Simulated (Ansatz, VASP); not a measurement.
## C in VASP and in Ansatz

File INCAR:

```
SYSTEM = C
ALGO = Normal
EDIFF = 1E-6
ENCUT = 520
GGA = PE
ISIF = 2
ISMEAR = 0
LASPH = .True.
LCHARG = .False.
LREAL = .False.
LWAVE = .False.
NBANDS = 11
NELM = 80
PREC = Accurate
SIGMA = 0.15
```

Contents of KPOINTS:

```
k-points
0
Gamma
  14 14 14
  0 0 0
```

POSCAR

```
C
1.0
    0.0000000000      2.1270000000      3.3480000000
    1.2280000000      0.0000000000      3.3480000000
    1.2280000000      2.1270000000      0.0000000000
C
2
Direct
    0.1666700000      0.8333300000      0.1666700000
    0.8333300000      0.1666700000      0.8333300000
```

Input for Ansatz:

```yaml
crystal:
  lattice:
    - [0.0, 2.127, 3.348]
    - [1.228, 0.0, 3.348]
    - [1.228, 2.127, 0.0]
  atoms:
    - { symbol: C, position: [0.16667, 0.83333, 0.16667] }
    - { symbol: C, position: [0.83333, 0.16667, 0.83333] }
basis:
  ecutwfc: 420
kpoints:
  mp_grid: { grid: [14, 14, 14] }
hamiltonian:
  xc: pbe
scf:
  occupations: { method: gaussian, width: 0.15 }
output:
  forces: true
  stress: true
  eigenvalues: true
```

Alike in both runs: task single point; functional PBE; k mesh 14 × 14 × 14; occupations gaussian, width 0.15 eV; no spin polarisation.

```csv
,VASP,Ansatz
version,VASP 6.6.1,Ansatz 0.2.0
potentials or method,"VASP PAW PBE potentials, release 64 (C), cutoff 520 eV","scalar-relativistic, plane waves, PAW"
valence electrons in the cell,8,8
```

```tsv
	VASP	Ansatz	Ansatz less VASP
gap on the k mesh at the Fermi level (eV)	0.36	0.36	+0.001
least direct gap on the mesh (eV)	0.44	0.44	0.000
pressure (GPa)	5.0	4.6	-0.45
traceless stress, the component that is largest in VASP (GPa)	-1.13	-0.59	+0.537
rms of the force components (eV/Å)	0.017	0.017	+0.0001
```

Atom by atom the forces differ by 0.000 eV/Å (rms over components). The functional is the same, so the differences come from potentials, cutoffs and numerics.
